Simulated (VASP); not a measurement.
# Co (P6_3/mmc) in VASP: further runs, part 2 of 2

VASP 6.6.1. The steps go on from the part before.

### 3 Single point, PBEsol, collinear spin, ferromagnetic start

This run uses another cell than the first one, of 10.38 Å³/atom.

INCAR reads:

```
SYSTEM = Co
PREC = Accurate ; ENCUT = 520
EDIFF = 1E-6 ; ISMEAR = -1
SIGMA = 0.05 ; LREAL = .FALSE.
LASPH = .TRUE. ; NELM = 150
ALGO = Normal ; ISIF = 2
LWAVE = .FALSE. ; LCHARG = .FALSE.
ISPIN = 2 ; MAGMOM = 1.7 1.7 1.7 1.7
LORBIT = 11 ; LMAXMIX = 4
GGA = PS ; NBANDS = 30
```

KPOINTS reads:

```
Automatic mesh
0
G
  14 14 4
  0 0 0
```

POSCAR reads:

```
Co
1.0
    2.4548555625      0.0000000000      0.0000000000
   -1.2274277813      2.1259672797      0.0000000000
    0.0000000000      0.0000000000      7.9550354861
Co
4
Direct
    0.0000000000      0.0000000000      1.0000000000
    0.0000000000      0.0000000000      0.5000000000
    0.3333333333      0.6666666667      0.2500000000
    0.6666666667      0.3333333333      0.7500000000
```

Potentials or basis: VASP PAW PBE potentials, release 64 (Co).

Started as:

```console
$ cat potpaw_PBE.64/Co/POTCAR > POTCAR
$ mpirun -np 1 vasp_std > vasp.out
```

It took 6.6 min on 1 thread of Intel Xeon 8259CL, shared host; peak memory 0.25 GiB.

Results (log left out):

| Quantity | Value |
| --- | --- |
| Free energy | -30.9285 eV |
| Pressure | -0.9 GPa |
| Net moment | 6.27 μB per cell |
| Site moments | Co +1.56, +1.58 (each value once) μB |
| Valence electrons inside the program's atomic spheres | Co 8.36 |

Levels at points of the mesh, in eV from the Fermi level:
Spin up:
| k point | band 19 | band 20 | band 21 | band 22 | band 23 | band 24 |
| --- | --- | --- | --- | --- | --- | --- |
| (0.00, 0.00, 0.00) | -1.45 | -1.10 | -1.10 | -0.68 | -0.68 | -0.26 |
| (0.50, 0.00, 0.00) | -0.44 | -0.41 | 0.21 | 1.35 | 2.59 | 3.21 |
| (0.00, 0.00, 0.50) | -1.60 | -1.60 | -0.87 | -0.87 | -0.87 | -0.87 |
| (0.50, 0.00, 0.50) | -0.48 | -0.48 | 1.30 | 1.30 | 2.89 | 2.89 |
Spin down:
```csv
k point,band 10,band 11,band 12,band 13,band 14,band 15,band 16,band 17,band 18,band 19
"(0.00, 0.00, 0.00)",-1.24,-1.16,-0.93,-0.93,-0.87,-0.87,-0.22,-0.02,-0.02,0.36
"(0.50, 0.00, 0.00)",-1.28,-0.84,-0.16,-0.13,0.51,1.18,1.21,1.25,1.25,1.34
"(0.00, 0.00, 0.50)",-1.15,-1.15,-1.15,-1.04,-1.04,-1.04,-1.04,0.19,0.19,0.19
"(0.50, 0.00, 0.50)",-0.97,-0.91,-0.91,-0.25,-0.25,0.82,0.82,1.20,1.20,1.33
```

Caveat: the PAW data sets were made with another functional, which shifts forces and pressure a little.

### 4 Single point, PBEsol, collinear spin, ferromagnetic start (9.13 Å³/atom)

This run uses another cell than the first one, of 9.13 Å³/atom.

INCAR reads:

```
PREC = Accurate
ENCUT = 520
EDIFF = 1E-7
ISMEAR = -1
SIGMA = 0.05
LREAL = F
LASPH = T
NELM = 150
ALGO = Normal
ISIF = 2
LWAVE = F
LCHARG = F
ISPIN = 2
MAGMOM = 1.653 1.653 1.672 1.672
LORBIT = 11
LMAXMIX = 4
GGA = PS
NBANDS = 30
```

KPOINTS reads:

```
regular mesh
0
Gamma
  16 16 5
```

POSCAR reads:

```
Co
1.0
    2.3524487377      0.0000000000      0.0000000000
   -1.1762243689      2.0372803679      0.0000000000
    0.0000000000      0.0000000000      7.6231829983
Co
4
Direct
    0.0000000000      0.0000000000      1.0000000000
    0.0000000000      0.0000000000      0.5000000000
    0.3333333333      0.6666666667      0.2500000000
    0.6666666667      0.3333333333      0.7500000000
```

Potentials or basis: VASP PAW PBE potentials, release 64 (Co).

Started as:

```console
$ cat potpaw_PBE.64/Co/POTCAR > POTCAR
$ mpirun -np 1 vasp_std > vasp.out
```

OUTCAR:

```text
PREC = Accurate
   ENCUT = 520
   EDIFF = 1E-7
   ISMEAR = -1
   LREAL = F
   LASPH = T
   NELM = 150
   ISIF = 2
   ISPIN = 2
   LORBIT = 11
   GGA = PS

 ion  position               nearest neighbor table
   1  0.000  0.000  0.000-   3 2.34   4 2.34   3 2.34   4 2.34   4 2.34   3 2.34
   2  0.000  0.000  0.500-   3 2.34   4 2.34   3 2.34   4 2.34   4 2.34   3 2.34
   3  0.333  0.667  0.250-   1 2.34   2 2.34   1 2.34   2 2.34   1 2.34   2 2.34
   4  0.667  0.333  0.750-   1 2.34   2 2.34   1 2.34   2 2.34   1 2.34   2 2.34

  LATTYP: Found a hexagonal cell.
 ALAT       =     2.3524487377
 C/A-ratio  =     3.2405309736
[... 1816 lines left out ...]
     2.352448738  0.000000000  0.000000000     0.425088965  0.245425229  0.000000000
    -1.176224369  2.037280368  0.000000000     0.000000000  0.490850457  0.000000000
     0.000000000  0.000000000  7.623182998     0.000000000  0.000000000  0.131178800

 POSITION                                       TOTAL-FORCE (eV/Angst)
 -----------------------------------------------------------------------------------
      0.00000      0.00000      0.00000         0.000000      0.000000      0.000000
      0.00000      0.00000      3.81159         0.000000      0.000000      0.000000
     -0.00000      1.35819      1.90580        -0.000000      0.000000     -0.000000
      1.17622      0.67909      5.71739        -0.000000      0.000000      0.000000
 -----------------------------------------------------------------------------------
    total drift:                                0.000000     -0.000000      0.000000

  FREE ENERGIE OF THE ION-ELECTRON SYSTEM (eV)
  ---------------------------------------------------
  free  energy   TOTEN  =       -30.3709392536 eV

  energy  without entropy=      -30.3412289947  energy(sigma->0) =      -30.35608412

 total charge

# of ion       s       p       d       tot
------------------------------------------
    1        0.572   0.695   7.405   8.672
    2        0.572   0.695   7.405   8.672
    3        0.571   0.698   7.398   8.667
    4        0.571   0.698   7.398   8.667
--------------------------------------------------
tot          2.286   2.786  29.606  34.678

 magnetization (x)

# of ion       s       p       d       tot
------------------------------------------
    1       -0.015  -0.048   1.529   1.466
    2       -0.015  -0.048   1.529   1.466
    3       -0.015  -0.049   1.555   1.491
    4       -0.015  -0.049   1.555   1.491
--------------------------------------------------
tot         -0.060  -0.193   6.168   5.915
```

OSZICAR:

```text
N       E                     dE             d eps       ncg     rms          rms(c)
DAV:   1     0.238977257570E+03    0.23898E+03   -0.14968E+04 11152   0.165E+03
DAV:   2    -0.195379589232E+02   -0.25852E+03   -0.23996E+03 10812   0.316E+02
[... 11 lines left out ...]
DAV:  14    -0.303709470942E+02    0.86335E-05   -0.68956E-05 12526   0.109E-01    0.301E-02
DAV:  15    -0.303709389241E+02    0.81701E-05   -0.14121E-05 19752   0.648E-02    0.141E-02
DAV:  16    -0.303709394901E+02   -0.56597E-06   -0.19575E-06 13848   0.195E-02    0.103E-02
DAV:  17    -0.303709393135E+02    0.17661E-06   -0.10520E-06 10186   0.204E-02    0.256E-03
DAV:  18    -0.303709391672E+02    0.14624E-06   -0.17806E-07  6776   0.478E-03    0.950E-04
DAV:  19    -0.303709392536E+02   -0.86425E-07   -0.30801E-08  5970   0.160E-03
   1 F= -.30370939E+02 E0= -.30356084E+02  d E =-.297103E-01  mag=     5.9803
```

Wall time 7.1 min (1 thread of Intel Xeon 8259CL, shared host); peak memory 0.26 GiB.

What came out:

```yaml
Free_energy: -30.3709 eV
Pressure: 41.4 GPa
Band_gap_on_the_k_mesh: zero (filled and empty bands overlap)
Net_moment: 5.98 μB per cell
Site_moments: Co +1.47, +1.49 (each value once) μB
Valence_electrons_inside_the_program's_atomic_spheres: Co 8.67
```

Caveat: the cell stands under pressure; the PAW data sets were made with another functional, which shifts forces and pressure a little.

### 5 Single point, PBEsol, collinear spin, ferromagnetic start (9.55 Å³/atom)

This run uses another cell than the first one, of 9.55 Å³/atom.

INCAR reads:

```
SYSTEM = Co
PREC = Accurate
ENCUT = 520
EDIFF = 1E-6
ISMEAR = -1
SIGMA = 0.05
LREAL = .False.
LASPH = .True.
NELM = 150
ALGO = Normal
ISIF = 2
LWAVE = .False.
LCHARG = .False.
ISPIN = 2
MAGMOM = 1.653 1.653 1.672 1.672
LORBIT = 11
LMAXMIX = 4
GGA = PS
NBANDS = 30
```

KPOINTS reads:

```
Automatic mesh
0
Gamma
  16 16 5
  0 0 0
```

POSCAR reads:

```
Co
1.0
    2.3875650901      0.0000000000      0.0000000000
   -1.1937825451      2.0676920212      0.0000000000
    0.0000000000      0.0000000000      7.7369786259
Co
4
Direct
    0.0000000000      0.0000000000      1.0000000000
    0.0000000000      0.0000000000      0.5000000000
    0.3333333333      0.6666666667      0.2500000000
    0.6666666667      0.3333333333      0.7500000000
```

Started as:

```console
$ cat potpaw_PBE.64/Co/POTCAR > POTCAR
$ mpirun -np 1 vasp_std > vasp.out
```

Run time: 4.4 min. Hardware: 1 thread of Intel Xeon 8259CL, shared host; peak memory 0.27 GiB.

The run converged. Its results:

```yaml
Free_energy: -30.7071 eV
Pressure: 24.1 GPa
Net_moment: 6.12 μB per cell
Site_moments: Co +1.51, +1.53 (each value once) μB
Valence_electrons_inside_the_program's_atomic_spheres: Co 8.56, 8.55 (each value once)
```

Levels at points of the mesh, in eV from the Fermi level:
Spin up:
```csv
k point,band 19,band 20,band 21,band 22,band 23,band 24
"(0.00, 0.00, 0.00)",-1.39,-1.00,-1.00,-0.52,-0.52,-0.28
"(0.50, 0.00, 0.00)",-0.24,-0.22,0.25,1.48,2.97,3.63
```
Spin down:
```
           k point  band 10  band 11  band 12  band 13  band 14  band 15  band 16  band 17  band 18  band 19
(0.00, 0.00, 0.00)    -1.42    -1.33    -1.07    -1.07    -1.00    -1.00    -0.21    -0.05    -0.05     0.38
(0.50, 0.00, 0.00)    -1.47    -0.96    -0.21    -0.18     0.57     1.32     1.35     1.39     1.40     1.50
```

Caveat: the cell stands under pressure; the PAW data sets were made with another functional, which shifts forces and pressure a little.

### 6 The runs side by side

```tsv
cell	k mesh	gap on the mesh (eV)	pressure (GPa)	moment (μB)
a = 2.549, b = 2.549, c = 8.261 Å, angles 90.0, 90.0, 120.0°, 4 atoms	16 × 16 × 5	none	-21.1	6.70
a = 2.455, b = 2.455, c = 7.955 Å, angles 90.0, 90.0, 120.0°, 4 atoms	14 × 14 × 4	none	-0.9	6.27
a = 2.352, b = 2.352, c = 7.623 Å, angles 90.0, 90.0, 120.0°, 4 atoms	16 × 16 × 5	none	41.4	5.98
a = 2.388, b = 2.388, c = 7.737 Å, angles 90.0, 90.0, 120.0°, 4 atoms	16 × 16 × 5	none	24.1	6.12
```

Alike in all rows: task single point; level PBEsol; potentials or basis VASP PAW PBE potentials, release 64 (Co); spin collinear, ferromagnetic start; cutoff (eV) 520; smearing fermi-dirac 0.05 eV.

Caveats: the PAW data sets were made with another functional, which shifts forces and pressure a little; the cell stands under pressure (at least some runs); the cell stands under tension (at least some runs).

Total energies depend on the potentials used, so only differences within one code and one set of settings carry meaning.
